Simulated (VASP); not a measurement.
# ZnO (P6_3mc) in VASP: notebook

ZnO is run at these levels: PBEsol; tasks: single point, relaxation of the atoms.

Program: VASP 6.6.1. These are calculated values, not measurements. Logs are shortened: lines on timing, memory, paths and dates and some standing lists are left out, and cuts for length are marked.

### 1 The cell of the first run

The structure is hexagonal, space group P6_3mc (No. 186). The conventional cell has a = 3.230 Å, b = 3.230 Å, c = 5.214 Å, α = 90.00°, β = 90.00°, γ = 120.00°. Within 2.6 Å of Zn (site symmetry 3m) lie 4 O at 1.97 to 1.98 Å. O (site symmetry 3m) has 4 Zn at 1.97 to 1.98 Å within 2.6 Å.

### 2 Single point, PBEsol

INCAR

```
SYSTEM = ZnO
PREC = Accurate ; ENCUT = 1340
EDIFF = 1E-6 ; ISMEAR = -1
SIGMA = 0.05 ; LREAL = .FALSE.
LASPH = .TRUE. ; NELM = 120
ALGO = Normal ; ISIF = 2
LWAVE = .FALSE. ; LCHARG = .TRUE.
GGA = PS ; LELF = .TRUE.
LVHAR = .TRUE. ; NBANDS = 26
GGA_COMPAT = .FALSE.
```

KPOINTS

```
regular mesh
0
G
  10 10 6
  0 0 0
```

POSCAR

```
ZnO
1.0
    3.2300695971      0.0000000000      0.0000000000
   -1.6150347986      2.7973223271      0.0000000000
    0.0000000000      0.0000000000      5.2141134371
Zn O
2 2
Direct
    0.3333333333      0.6666666667      0.5000305594
    0.6666666667      0.3333333333      0.0000305594
    0.6666666667      0.3333333333      0.3789794406
    0.3333333333      0.6666666667      0.8789794406
```

Potentials or basis: VASP PAW PBE potentials, release 64 (Zn, O_h).

On the command line:

```
$ cat potpaw_PBE.64/Zn/POTCAR potpaw_PBE.64/O_h/POTCAR > POTCAR
$ mpirun -np 1 vasp_std > vasp.out
```

OUTCAR:

```text
SYSTEM = ZnO
   PREC = Accurate
   ENCUT = 1340
   EDIFF = 1E-6
   ISMEAR = -1
   LREAL = .FALSE.
   LASPH = .TRUE.
   NELM = 120
   ISIF = 2
   GGA = PS

 ion  position               nearest neighbor table
   1  0.333  0.667  0.500-   3 1.97   3 1.97   3 1.97   4 1.98
   2  0.667  0.333  0.000-   4 1.97   4 1.97   4 1.97   3 1.98
   3  0.667  0.333  0.379-   1 1.97   1 1.97   1 1.97   2 1.98
   4  0.333  0.667  0.879-   2 1.97   2 1.97   2 1.97   1 1.98

  LATTYP: Found a hexagonal cell.
 ALAT       =     3.2300695971
 C/A-ratio  =     1.6142418237

  Lattice vectors:

 A1 = (   3.2300695971,   0.0000000000,   0.0000000000)
 A2 = (  -1.6150347986,   2.7973223271,   0.0000000000)
 A3 = (   0.0000000000,   0.0000000000,   5.2141134371)

Analysis of symmetry for initial positions (statically):
=====================================================================
 Subroutine PRICEL returns:
 Original cell was already a primitive cell.

 Routine SETGRP: Setting up the symmetry group for a
 hexagonal supercell.

 Subroutine GETGRP returns: Found 12 space group operations
 (whereof  6 operations were pure point group operations)
 out of a pool of 24 trial point group operations.

The static configuration has the point symmetry C_3v.
 The point group associated with its full space group is C_6v.

Analysis of symmetry for dynamics (positions and initial velocities):
=====================================================================
 Subroutine PRICEL returns:
 Original cell was already a primitive cell.

 Routine SETGRP: Setting up the symmetry group for a
 hexagonal supercell.

 Subroutine GETGRP returns: Found 12 space group operations
 (whereof  6 operations were pure point group operations)
 out of a pool of 24 trial point group operations.

The dynamic configuration has the point symmetry C_3v.
 The point group associated with its full space group is C_6v.

 Subroutine INISYM returns: Found 12 space group operations
 (whereof  6 operations are pure point group operations),
 and found     1 'primitive' translations

----------------------------------------------------------------------------------------

                                     Primitive cell

  volume of cell :      47.1124

  direct lattice vectors                    reciprocal lattice vectors
     3.230069597  0.000000000  0.000000000     0.309590852  0.178742362  0.000000000
[... 83 lines left out ...]
   ICHARG =      2    charge: 1-file 2-atom 10-const
   ISPIN  =      1    spin polarized calculation?
   LNONCOLLINEAR =      F non collinear calculations
   LSORBIT =      F    spin-orbit coupling
   LASPH  =      T    aspherical Exc in radial PAW
   ENCUT  = 1340.0 eV  98.49 Ry    9.92 a.u.   9.64  9.64 15.56*2*pi/ulx,y,z
   NELM   =    120;   NELMIN=  2; NELMDL= -5     # of ELM steps
   EDIFF  = 0.1E-05   stopping-criterion for ELM
   LREAL  =      F    real-space projection
   EDIFFG = 0.1E-04   stopping-criterion for IOM
   NSW    =      0    number of steps for IOM
   IBRION =     -1    ionic relax: 0-MD 1-quasi-New 2-CG
   NFREE  =      0    steps in history (QN), initial steepest desc. (CG)
   ISIF   =      2    stress and relaxation
   ISYM   =      2    0-nonsym 1-usesym 2-fastsym
   POTIM  = 0.5000    time-step for ionic-motion
   TEBEG  =    0.0;   TEEND  =   0.0 temperature during run
   PSTRESS=    0.0 pullay stress
   NELECT =      36.0000    total number of electrons
   NUPDOWN=      -1.0000    fix difference up-down
   EMIN   =  10.00;   EMAX   =-10.00  energy-range for DOS
   EFERMI =   0.00;   METHOD = LEGACY
   ISMEAR =    -1;   SIGMA  =   0.05  broadening in eV -4-tet -1-fermi 0-gaus
   EFERMI_NEDOS =   21; number of points for ismear=-14 and -15
   IALGO  =     38    algorithm
   IMIX   =      4    mixing-type and parameters
     AMIX     =   0.40;   BMIX     =  1.00
     AMIX_MAG =   1.60;   BMIX_MAG =  1.00
  volume/ion in A,a.u.               =      11.78        79.48
  Fermi-wavevector in a.u.,A,eV,Ry     =   1.496686  2.828327 30.477991  2.240069
  Thomas-Fermi vector in A             =   2.608671
   LORBIT       =      0    0 simple, 1 ext, 2 COOP (PROOUT), +10 PAW based schemes
   GGA     = PS    functional components
   LHFCALC =     F    Hartree Fock is set to
   AEXX    =    0.0000 exact exchange contribution
   IVDW    =     0    specifies the selected vdW correction
   LEPSILON=     F    determine dielectric tensor
   LRPA    =     F    only Hartree local field effects (RPA)
 non-spin polarized calculation
  energy-cutoff  :     1340.00
  volume of cell :       47.11
 maximum number of plane-waves:      5299
 NGX is ok and might be reduce to    40
   NGX = 19   NGY = 19   NGZ = 31

 number of electron      36.0000000 magnetization

 Free energy of the ion-electron system (eV)
  ---------------------------------------------------
  ext. energy  EPLUGINS =         0.00000000
  ---------------------------------------------------
  free energy    TOTEN  =       -19.42350692 eV

  energy without entropy =      -19.42349977  energy(sigma->0) =      -19.42350335

 E-fermi :   1.8644     XC(G=0): -11.2452

 val. band max:        1.4716761550   @ k =   0.0000   0.0000   0.0000
 cond. band min:       2.1640143240   @ k =   0.0000   0.0000   0.0000
 fundamental gap:      0.6923381690
 Fermi energy:         1.8644253584

 k-point     1 :       0.0000    0.0000    0.0000
  band No.  band energies     occupation
      1     -16.6569      2.00000
      2     -15.9015      2.00000
      3      -4.3380      2.00000
      4      -4.2965      2.00000
      5      -4.2965      2.00000
      6      -4.2531      2.00000
[... 685 lines left out ...]
     25      14.0923      0.00000
     26      15.4855      0.00000

 [... further k-points ...]
[... 5 lines left out ...]
  --------------------------------------------------------------------------------------
  -------------------------------------------------------------------------------------
  Total        0.2406624      0.2406624      0.2473605     -0.0000000      0.0000000      0.0000000
  in kB        8.1843445      8.1843445      8.4121317     -0.0000000      0.0000000      0.0000000
  external PRESSURE =       8.2602736 kB  Pullay stress =       0.0000000 kB

 VOLUME and BASIS-vectors are now :
 -----------------------------------------------------------------------------
  energy-cutoff  :     1340.00
  volume of cell :       47.11
      direct lattice vectors                 reciprocal lattice vectors
     3.230069597  0.000000000  0.000000000     0.309590852  0.178742362  0.000000000
    -1.615034799  2.797322327  0.000000000     0.000000000  0.357484724  0.000000000
     0.000000000  0.000000000  5.214113437     0.000000000  0.000000000  0.191787158

 POSITION                                       TOTAL-FORCE (eV/Angst)
 -----------------------------------------------------------------------------------
     -0.00000      1.86488      2.60722        -0.000000      0.000000      0.001015
      1.61503      0.93244      0.00016         0.000000      0.000000      0.001015
      1.61503      0.93244      1.97604         0.000000     -0.000000     -0.001015
     -0.00000      1.86488      4.58310        -0.000000      0.000000     -0.001015
 -----------------------------------------------------------------------------------
    total drift:                                0.000000     -0.000000     -0.000069

  FREE ENERGIE OF THE ION-ELECTRON SYSTEM (eV)
  ---------------------------------------------------
  free  energy   TOTEN  =       -19.4235069231 eV

  energy  without entropy=      -19.4234997673  energy(sigma->0) =      -19.42350335
```

Wall time 4.7 min (1 thread of Intel Xeon Platinum 8259CL at 2.50GHz (Skylake/Cascade Lake), shared host); peak memory 0.46 GiB.

What came out:

```
Free energy            : -19.4235 eV
Pressure               : 0.8 GPa
Band gap on the k mesh : 0.69 eV
```

Caveat: semilocal functionals underestimate gaps, and a narrow one can read as zero; the PAW data sets were made with another functional, which shifts forces and pressure a little.

### 3 Relaxation of the atoms, PBEsol

This run uses another cell than the first one, of 11.60 Å³/atom.

INCAR

```
SYSTEM = ZnO
PREC = Accurate ; ENCUT = 520
EDIFF = 1E-7 ; ISMEAR = 0
SIGMA = 0.01 ; LREAL = .FALSE.
LASPH = .TRUE. ; NELM = 120
ALGO = Normal ; ISIF = 2
LWAVE = .FALSE. ; LCHARG = .FALSE.
GGA = PS ; IBRION = 2
NSW = 50 ; EDIFFG = -0.002
GGA_COMPAT = .FALSE. ; NELMIN = 4
```

KPOINTS

```
Automatic mesh
0
G
  8 8 4
  0 0 0
```

POSCAR

```
ZnO
1.0
    3.2139192492      0.0000000000      0.0000000000
   -1.6069596246      2.7833357155      0.0000000000
    0.0000000000      0.0000000000      5.1880428699
Zn O
2 2
Direct
    0.3333333333      0.6666666667      0.5000305594
    0.6666666667      0.3333333333      0.0000305594
    0.6666666667      0.3333333333      0.3789794406
    0.3333333333      0.6666666667      0.8789794406
```

Potentials or basis: VASP PAW PBE potentials, release 64 (Zn, O).

On the command line:

```
$ cat potpaw_PBE.64/Zn/POTCAR potpaw_PBE.64/O/POTCAR > POTCAR
$ mpirun -np 1 vasp_std > vasp.out
```

OUTCAR:

```text
SYSTEM = ZnO
   PREC = Accurate
   ENCUT = 520
   EDIFF = 1E-7
   ISMEAR = 0
   LREAL = .FALSE.
   LASPH = .TRUE.
   NELM = 120
   ISIF = 2
   GGA = PS
   IBRION = 2
   NSW = 50
   EDIFFG = -0.002
   NELMIN = 4

 ion  position               nearest neighbor table
   1  0.333  0.667  0.500-   3 1.96   3 1.96   3 1.96   4 1.97
   2  0.667  0.333  0.000-   4 1.96   4 1.96   4 1.96   3 1.97
   3  0.667  0.333  0.379-   1 1.96   1 1.96   1 1.96   2 1.97
   4  0.333  0.667  0.879-   2 1.96   2 1.96   2 1.96   1 1.97
[... 799 lines left out ...]

 [... further k-points ...]
[... 5 lines left out ...]
  --------------------------------------------------------------------------------------
  -------------------------------------------------------------------------------------
  Total        0.9722640      0.9722640      0.9676860      0.0000000      0.0000000      0.0000000
  in kB       33.5653098     33.5653098     33.4072665      0.0000000      0.0000000      0.0000000
  external PRESSURE =      33.5126287 kB  Pullay stress =       0.0000000 kB

 VOLUME and BASIS-vectors are now :
 -----------------------------------------------------------------------------
  energy-cutoff  :      520.00
  volume of cell :       46.41
      direct lattice vectors                 reciprocal lattice vectors
     3.213919249  0.000000000  0.000000000     0.311146585  0.179640565  0.000000000
    -1.606959625  2.783335715  0.000000000     0.000000000  0.359281130  0.000000000
     0.000000000  0.000000000  5.188042870     0.000000000  0.000000000  0.192750913

 POSITION                                       TOTAL-FORCE (eV/Angst)
 -----------------------------------------------------------------------------------
     -0.00000      1.85556      2.59418        -0.000000     -0.000000      0.001558
      1.60696      0.92778      0.00016         0.000000      0.000000      0.001558
      1.60696      0.92778      1.96616        -0.000000      0.000000     -0.001558
     -0.00000      1.85556      4.56018         0.000000     -0.000000     -0.001558
 -----------------------------------------------------------------------------------
    total drift:                                0.000001      0.000001     -0.000758

  FREE ENERGIE OF THE ION-ELECTRON SYSTEM (eV)
  ---------------------------------------------------
  free  energy   TOTEN  =       -19.3996683786 eV

  energy  without entropy=      -19.3996683786  energy(sigma->0) =      -19.39966838

 reached required accuracy - stopping structural energy minimisation
```

Run time: 32 s. Hardware: 1 thread of Oxide Virtual Turin-like, shared host; peak memory 0.14 GiB.

What came out:

```yaml
Free_energy: -19.3997 eV
Pressure_after_relaxing: 3.4 GPa
Band_gap_on_the_k_mesh: 0.71 eV
```

Final structure:
```
CELL_PARAMETERS angstrom
3.21392 0.00000 0.00000
-1.60696 2.78334 0.00000
0.00000 0.00000 5.18804
ATOMIC_POSITIONS crystal
Zn 0.33333 0.66667 0.50003
Zn 0.66667 0.33333 0.00003
O 0.66667 0.33333 0.37898
O 0.33333 0.66667 0.87898
```

Levels at points of the mesh, in eV from the valence-band top:
| k point | band 15 | band 16 | band 17 | band 18 | band 19 | band 20 | band 21 | band 22 |
| --- | --- | --- | --- | --- | --- | --- | --- | --- |
| (0.00, 0.00, 0.00) | -0.83 | -0.10 | 0.00 | 0.00 | 0.71 | 5.21 | 8.15 | 12.91 |
| (0.50, 0.00, 0.00) | -2.93 | -2.37 | -1.35 | -0.88 | 5.79 | 6.74 | 7.45 | 8.61 |
| (0.00, 0.00, 0.50) | -0.41 | -0.41 | -0.41 | -0.41 | 3.41 | 3.41 | 10.02 | 10.02 |
| (0.50, 0.00, 0.50) | -1.58 | -1.58 | -1.44 | -1.44 | 5.60 | 5.60 | 8.49 | 8.49 |

Caveat: semilocal functionals underestimate gaps, and a narrow one can read as zero; the PAW data sets were made with another functional, which shifts forces and pressure a little.
